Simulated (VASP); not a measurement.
# SrTiO3 (P4mm) in VASP: single point with PBEsol

Aim: the single point of SrTiO3 with PBEsol.

Everything below comes from runs of VASP 6.6.1. Logs are shortened: lines on timing, memory, paths and dates and some standing lists are left out, and cuts for length are marked.

## 1. The cell of the first run

It takes space group P4mm (No. 99, tetragonal). Conventional cell: a = 3.891 Å, b = 3.891 Å, c = 3.891 Å, α = 90.00°, β = 90.00°, γ = 90.00°. Sr (site symmetry 4mm) has 12 O at 2.67 to 2.83 Å and 8 Ti at 3.35 to 3.39 Å within 3.5 Å. Ti (site symmetry 4mm) has 6 O at 1.81 to 2.08 Å within 2.4 Å. O (site symmetry 4mm) has 2 Ti at 1.81 to 2.08 Å within 2.4 Å. O (site symmetry 2mm) has 2 Ti at 1.95 Å within 2.6 Å.

## 2. Single point, PBEsol (mode 1 frozen in at -0.093 Å and mode 7 at +0.000 Å (largest displacements))

Input file INCAR:

```
SYSTEM = SrTiO3
ALGO = Normal ; EDIFF = 1E-6
ENCUT = 520 ; GGA = PS
ISIF = 2 ; ISMEAR = 0
LASPH = .TRUE. ; LCHARG = .TRUE.
LELF = .TRUE. ; LREAL = .FALSE.
LVHAR = .TRUE. ; LWAVE = .FALSE.
NBANDS = 28 ; NELM = 60
PREC = Accurate ; SIGMA = 0.05
```

Input file KPOINTS:

```
k-points
0
G
  8 8 8
  0 0 0
```

Input file POSCAR:

```
SrTiO3
1.0
    3.8913815400      0.0000000000      0.0000000000
    0.0000000000      3.8913815400      0.0000000000
    0.0000000000      0.0000000000      3.8913815400
Sr Ti O
1 1 3
Direct
    0.0054141419      0.0000000000      0.0000000000
    0.5133654623      0.5000000000      0.5000000000
   -0.0218408993      0.5000000000      0.5000000000
    0.4761010327      0.0000000000      0.5000000000
    0.4761010327      0.5000000000      0.0000000000
```

Potentials or basis: VASP PAW PBE potentials, release 64 (Sr_sv, Ti_sv, O).

On the command line:

```console
> cat potpaw_PBE.64/Sr_sv/POTCAR potpaw_PBE.64/Ti_sv/POTCAR potpaw_PBE.64/O/POTCAR > POTCAR
> mpirun -np 1 vasp_std > vasp.out
```

OUTCAR:

```text
SYSTEM = SrTiO3
   EDIFF = 1E-6
   ENCUT = 520
   GGA = PS
   ISIF = 2
   ISMEAR = 0
   LASPH = .TRUE.
   LREAL = .FALSE.
   NELM = 60
   PREC = Accurate

 ion  position               nearest neighbor table
   1  0.005  0.000  0.000-   4 2.67   5 2.67   4 2.67   5 2.67   3 2.75   3 2.75   3 2.75   3 2.75
                             4 2.83   5 2.83   4 2.83   5 2.83   2 3.35   2 3.35   2 3.35   2 3.35
   2  0.513  0.500  0.500-   3 1.81   4 1.95   5 1.95   5 1.95   4 1.95   3 2.08   1 3.35   1 3.35
                             1 3.35   1 3.35   1 3.39   1 3.39   1 3.39   1 3.39
   3  0.978  0.500  0.500-   2 1.81   2 2.08   1 2.75   1 2.75   1 2.75   1 2.75
   4  0.476  0.000  0.500-   2 1.95   2 1.95   1 2.67   1 2.67   1 2.83   1 2.83
   5  0.476  0.500  0.000-   2 1.95   2 1.95   1 2.67   1 2.67   1 2.83   1 2.83

  LATTYP: Found a simple cubic cell.
 ALAT       =     3.8913815400

  Lattice vectors:

 A1 = (   3.8913815400,   0.0000000000,   0.0000000000)
 A2 = (   0.0000000000,   3.8913815400,   0.0000000000)
 A3 = (   0.0000000000,   0.0000000000,   3.8913815400)

Analysis of symmetry for initial positions (statically):
=====================================================================
 Subroutine PRICEL returns:
 Original cell was already a primitive cell.

 Routine SETGRP: Setting up the symmetry group for a
 simple cubic supercell.

 Subroutine GETGRP returns: Found  8 space group operations
 (whereof  8 operations were pure point group operations)
 out of a pool of 48 trial point group operations.

The static configuration has the point symmetry C_4v.

Analysis of symmetry for dynamics (positions and initial velocities):
=====================================================================
 Subroutine PRICEL returns:
 Original cell was already a primitive cell.

 Routine SETGRP: Setting up the symmetry group for a
 simple cubic supercell.

 Subroutine GETGRP returns: Found  8 space group operations
 (whereof  8 operations were pure point group operations)
 out of a pool of 48 trial point group operations.

The dynamic configuration has the point symmetry C_4v.

 Subroutine INISYM returns: Found  8 space group operations
 (whereof  8 operations are pure point group operations),
 and found     1 'primitive' translations

----------------------------------------------------------------------------------------

                                     Primitive cell

  volume of cell :      58.9266

  direct lattice vectors                    reciprocal lattice vectors
     3.891381540  0.000000000  0.000000000     0.256978143  0.000000000  0.000000000
     0.000000000  3.891381540  0.000000000     0.000000000  0.256978143  0.000000000
     0.000000000  0.000000000  3.891381540     0.000000000  0.000000000  0.256978143

  length of vectors
     3.891381540  3.891381540  3.891381540     0.256978143  0.256978143  0.256978143

  position of ions in fractional coordinates (direct lattice)
     0.005414142  0.000000000  0.000000000
     0.513365462  0.500000000  0.500000000
     0.978159101  0.500000000  0.500000000
     0.476101033  0.000000000  0.500000000
     0.476101033  0.500000000  0.000000000

  ion indices of the primitive-cell ions
   primitive index   ion index
                 1           1
                 2           2
                 3           3
                 4           4
                 5           5

----------------------------------------------------------------------------------------

 KPOINTS: k-points

Automatic generation of k-mesh.
 Grid dimensions read from file:
 generate k-points for:    8    8    8

 Generating k-lattice:

  Cartesian coordinates                     Fractional coordinates (reciprocal lattice)
     0.032122268  0.000000000  0.000000000     0.125000000  0.000000000  0.000000000
     0.000000000  0.032122268  0.000000000     0.000000000  0.125000000  0.000000000
     0.000000000  0.000000000  0.032122268     0.000000000  0.000000000  0.125000000

  Length of vectors
     0.032122268  0.032122268  0.032122268

  Shift w.r.t. Gamma in fractional coordinates (k-lattice)
     0.000000000  0.000000000  0.000000000

 Subroutine IBZKPT returns following result:
 ===========================================

 Found     75 irreducible k-points:

 Following reciprocal coordinates:
            Coordinates               Weight
  0.000000  0.000000  0.000000      1.000000
  0.125000  0.000000  0.000000      2.000000
  0.000000  0.125000  0.000000      4.000000
  0.250000  0.000000  0.000000      2.000000
  0.000000  0.250000  0.000000      4.000000
  0.375000  0.000000  0.000000      2.000000
[... 16 lines left out ...]
  0.375000  0.250000  0.000000      8.000000
  0.000000  0.375000  0.250000      8.000000
 [... further k-points ...]
   k-points           NKPTS =     75   k-points in BZ     NKDIM =     75   number of bands    NBANDS=     28
   number of dos      NEDOS =    301   number of ions     NIONS =      5
   total plane-waves  NPLWV =  27000
   dimension x,y,z NGX =    30 NGY =   30 NGZ =   30
   dimension x,y,z NGXF=    60 NGYF=   60 NGZF=   60
   ions per type =               1   1   3
   NGX,Y,Z   is equivalent  to a cutoff of  12.82, 12.82, 12.82 a.u.
   NGXF,Y,Z  is equivalent  to a cutoff of  25.63, 25.63, 25.63 a.u.
 SYSTEM =  SrTiO3
   PREC   = accura    normal or accurate (medium, high low for compatibility)
   ISTART =      0    job   : 0-new  1-cont  2-samecut
   ICHARG =      2    charge: 1-file 2-atom 10-const
   ISPIN  =      1    spin polarized calculation?
   LNONCOLLINEAR =      F non collinear calculations
   LSORBIT =      F    spin-orbit coupling
   LASPH  =      T    aspherical Exc in radial PAW
   ENCUT  =  520.0 eV  38.22 Ry    6.18 a.u.   7.24  7.24  7.24*2*pi/ulx,y,z
   NELM   =     60;   NELMIN=  2; NELMDL= -5     # of ELM steps
   EDIFF  = 0.1E-05   stopping-criterion for ELM
   LREAL  =      F    real-space projection
   EDIFFG = 0.1E-04   stopping-criterion for IOM
   NSW    =      0    number of steps for IOM
   IBRION =     -1    ionic relax: 0-MD 1-quasi-New 2-CG
   NFREE  =      0    steps in history (QN), initial steepest desc. (CG)
   ISIF   =      2    stress and relaxation
   ISYM   =      2    0-nonsym 1-usesym 2-fastsym
   POTIM  = 0.5000    time-step for ionic-motion
   TEBEG  =    0.0;   TEEND  =   0.0 temperature during run
   PSTRESS=    0.0 pullay stress
   NELECT =      40.0000    total number of electrons
   NUPDOWN=      -1.0000    fix difference up-down
   EMIN   =  10.00;   EMAX   =-10.00  energy-range for DOS
   EFERMI =   0.00;   METHOD = LEGACY
   ISMEAR =     0;   SIGMA  =   0.05  broadening in eV -4-tet -1-fermi 0-gaus
   EFERMI_NEDOS =   21; number of points for ismear=-14 and -15
   IALGO  =     38    algorithm
   IMIX   =      4    mixing-type and parameters
     AMIX     =   0.40;   BMIX     =  1.00
     AMIX_MAG =   1.60;   BMIX_MAG =  1.00
  volume/ion in A,a.u.               =      11.79        79.53
  Fermi-wavevector in a.u.,A,eV,Ry     =   1.438769  2.718879 28.164817  2.070056
  Thomas-Fermi vector in A             =   2.557699
   LORBIT       =      0    0 simple, 1 ext, 2 COOP (PROOUT), +10 PAW based schemes
   GGA     = PS    functional components
   LHFCALC =     F    Hartree Fock is set to
   AEXX    =    0.0000 exact exchange contribution
   IVDW    =     0    specifies the selected vdW correction
   LEPSILON=     F    determine dielectric tensor
   LRPA    =     F    only Hartree local field effects (RPA)
 non-spin polarized calculation
 Gauss-broadening in eV      SIGMA  =   0.05
  energy-cutoff  :      520.00
  volume of cell :       58.93
 maximum number of plane-waves:      1622
 NGX is ok and might be reduce to    30
   NGX = 15   NGY = 15   NGZ = 15

 number of electron      40.0000009 magnetization

 Free energy of the ion-electron system (eV)
  ---------------------------------------------------
  ext. energy  EPLUGINS =         0.00000000
  ---------------------------------------------------
  free energy    TOTEN  =       -41.99692938 eV

  energy without entropy =      -41.99692938  energy(sigma->0) =      -41.99692938

 E-fermi :   4.4786     XC(G=0): -11.5886

 val. band max:        4.1392342124   @ k =   0.5000   0.5000   0.5000
 cond. band min:       6.0186755970   @ k =   0.0000   0.0000   0.0000
 fundamental gap:      1.8794413846
 Fermi energy:         4.4785559538

 k-point     1 :       0.0000    0.0000    0.0000
  band No.  band energies     occupation
      1     -51.9317      2.00000
      2     -28.5033      2.00000
      3     -28.3690      2.00000
      4     -28.2976      2.00000
      5     -28.2976      2.00000
      6     -13.2967      2.00000
[... 20 lines left out ...]
     27       9.4455      0.00000
     28      10.1756      0.00000

 k-point     2 :       0.1250    0.0000    0.0000
  band No.  band energies     occupation
      1     -51.9314      2.00000
      2     -28.5167      2.00000
      3     -28.3634      2.00000
      4     -28.2971      2.00000
      5     -28.2971      2.00000
      6     -13.2912      2.00000
[... 20 lines left out ...]
     27       9.7132      0.00000
     28      10.5763      0.00000

 k-point     3 :       0.0000    0.1250    0.0000
  band No.  band energies     occupation
      1     -51.9314      2.00000
      2     -28.5105      2.00000
      3     -28.3689      2.00000
      4     -28.2975      2.00000
      5     -28.2972      2.00000
      6     -13.3097      2.00000
[... 20 lines left out ...]
     27       9.7111      0.00000
     28      10.5462      0.00000

 k-point     4 :       0.2500    0.0000    0.0000
  band No.  band energies     occupation
      1     -51.9308      2.00000
      2     -28.5473      2.00000
      3     -28.3510      2.00000
      4     -28.2960      2.00000
      5     -28.2960      2.00000
      6     -13.3384      2.00000
[... 578 lines left out ...]
     27      11.2934      0.00000
     28      11.9805      0.00000

 k-point    23 :       0.3750    0.2500    0.0000
  band No.  band energies     occupation
      1     -51.9294      2.00000
      2     -28.5397      2.00000
      3     -28.3777      2.00000
      4     -28.3208      2.00000
      5     -28.2933      2.00000
      6     -13.1566      2.00000
[... 20 lines left out ...]
     27      12.0745      0.00000
     28      12.5812      0.00000

 k-point    24 :       0.0000    0.3750    0.2500
  band No.  band energies     occupation
      1     -51.9294      2.00000
      2     -28.5174      2.00000
      3     -28.3656      2.00000
      4     -28.3403      2.00000
      5     -28.3067      2.00000
      6     -13.2233      2.00000
[... 20 lines left out ...]
     27      12.0883      0.00000
     28      12.4188      0.00000

 [... further k-points ...]
[... 5 lines left out ...]
  --------------------------------------------------------------------------------------
  -------------------------------------------------------------------------------------
  Total        1.7107495      0.2431248      0.2431248      0.0000000     -0.0000000      0.0000000
  in kB       46.5141994      6.6104109      6.6104109      0.0000000     -0.0000000      0.0000000
  external PRESSURE =      19.9116737 kB  Pullay stress =       0.0000000 kB

 VOLUME and BASIS-vectors are now :
 -----------------------------------------------------------------------------
  energy-cutoff  :      520.00
  volume of cell :       58.93
      direct lattice vectors                 reciprocal lattice vectors
     3.891381540  0.000000000  0.000000000     0.256978143  0.000000000  0.000000000
     0.000000000  3.891381540  0.000000000     0.000000000  0.256978143  0.000000000
     0.000000000  0.000000000  3.891381540     0.000000000  0.000000000  0.256978143

 POSITION                                       TOTAL-FORCE (eV/Angst)
 -----------------------------------------------------------------------------------
      0.02107      0.00000      0.00000         0.036389      0.000000      0.000000
      1.99770      1.94569      1.94569        -0.579247      0.000000     -0.000000
      3.80639      1.94569      1.94569         0.453952      0.000000      0.000000
      1.85269      0.00000      1.94569         0.044453     -0.000000      0.000000
      1.85269      1.94569      0.00000         0.044453      0.000000      0.000000
 -----------------------------------------------------------------------------------
    total drift:                                0.000327      0.000000     -0.000002

  FREE ENERGIE OF THE ION-ELECTRON SYSTEM (eV)
  ---------------------------------------------------
  free  energy   TOTEN  =       -41.9969293760 eV

  energy  without entropy=      -41.9969293760  energy(sigma->0) =      -41.99692938
```

Run time: 68 s. Hardware: 1 thread of Intel Xeon 6975P-C (Granite Rapids), shared host; peak memory 0.25 GiB.

What came out:

```
Free energy            : -41.9969 eV
Pressure               : 2.0 GPa
Largest force          : 0.579 eV/Å
Band gap on the k mesh : 1.88 eV, indirect (least direct gap 2.43 eV)
```

Forces in eV/Å, atoms in the order of the input:
```
Sr   0.036  0.000  0.000
Ti  -0.579  0.000  0.000
O    0.454  0.000  0.000
O    0.044  0.000  0.000
O    0.044  0.000  0.000
```

Caveat: the cell differs from its parent crystal (mode 1 frozen in at -0.093 Å and mode 7 at +0.000 Å (largest displacements)); the PAW data sets were made with another functional, which shifts forces and pressure a little.
